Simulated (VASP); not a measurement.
The system is SiC.

```xyz
2
Lattice="0.0000 2.1770 2.1770 2.1770 0.0000 2.1770 2.1770 2.1770 0.0000" Properties=species:S:1:pos:R:3 pbc="T T T"
Si    1.0885    1.0885    1.0885
C     0.0000    0.0000    0.0000
```

* Program: VASP 6.6.1
* Task: relaxation of cell and atoms
* Functional: PBE
* Potentials or basis: VASP PAW PBE potentials, release 64 (Si, C)
* Cutoff: 600 eV
* k mesh: 6 × 6 × 6
* Occupations: gaussian, width 0.1 eV
* Spin: no spin polarisation

At the start: pressure 3.7 GPa; volume 10.32 Å³/atom.

Task: Where does the relaxation end?

Result: Over 3 steps the energy falls by 2.0 meV/atom and the volume is 10.49 Å³/atom (+1.7 %); space group F-43m (No. 216, to 0.05 Å).

Step by step:
```tsv
step	energy change (eV)	largest force (eV/Å)	pressure (GPa)	volume (Å³)
1	0.0000	0.0000	3.74	20.63
2	0.0002	0.0000	-3.60	21.36
3	-0.0041	0.0000	0.00	20.99
```

Final structure:
```yaml
crystal:
  lattice:
    - [0.00000, 2.18940, 2.18940]
    - [2.18940, 0.00000, 2.18940]
    - [2.18940, 2.18940, 0.00000]
  atoms:
    - { symbol: Si, position: [0.25000, 0.25000, 0.25000] }
    - { symbol: C, position: [0.00000, 0.00000, 0.00000] }
```
